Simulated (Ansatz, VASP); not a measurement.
**Two plane-wave programs on BN**

File INCAR:

```
SYSTEM = BN
ALGO = Normal
EDIFF = 1E-7
ENCUT = 520
GGA = PS
ISIF = 2
ISMEAR = 0
LASPH = .True.
LCHARG = .True.
LELF = .True.
LREAL = .False.
LVHAR = .True.
LWAVE = .False.
NBANDS = 11
NELM = 60
PREC = Accurate
SIGMA = 0.02
```

KPOINTS

```
k-points
0
Gamma
  12 12 12
  0 0 0
```

Contents of POSCAR:

```
BN
1.0
    0.0000000000      1.8145783109      1.8145783109
    1.8145783109      0.0000000000      1.8145783109
    1.8145783109      1.8145783109      0.0000000000
B N
1 1
Direct
    0.0000000000      0.0000000000      0.0000000000
    0.7500000000      0.7500000000      0.7500000000
```

Input for Ansatz:

```yaml
crystal:
  lattice:
    - [0.0, 1.8145783109, 1.8145783109]
    - [1.8145783109, 0.0, 1.8145783109]
    - [1.8145783109, 1.8145783109, 0.0]
  atoms:
    - { symbol: B, position: [0.0, 0.0, 0.0] }
    - { symbol: "N", position: [0.75, 0.75, 0.75] }
basis:
  ecutwfc: 420
kpoints:
  mp_grid: { grid: [12, 12, 12] }
hamiltonian:
  xc: pbesol
scf:
  occupations: { method: gaussian, width: 0.02 }
output:
  forces: true
  stress: true
  eigenvalues: true
```

Alike in both runs: task single point; functional PBEsol; k mesh 12 × 12 × 12; occupations gaussian, width 0.02 eV; no spin polarisation.

```csv
,VASP,Ansatz
version,VASP 6.6.1,Ansatz 0.2.0
potentials or method,"VASP PAW PBE potentials, release 64 (B, N), cutoff 520 eV","scalar-relativistic, plane waves, PAW"
valence electrons in the cell,8,8
```

|  | VASP | Ansatz | Ansatz less VASP |
| --- | --- | --- | --- |
| gap on the k mesh at the Fermi level (eV) | 4.26 | 4.28 | +0.012 |
| least direct gap on the mesh (eV) | 8.71 | 8.71 | +0.008 |
| pressure (GPa) | -6.7 | -7.2 | -0.55 |

VASP's potentials were made for PBE, not for PBEsol. With one functional, cell and mesh, what is left measures potentials, basis and numerics.
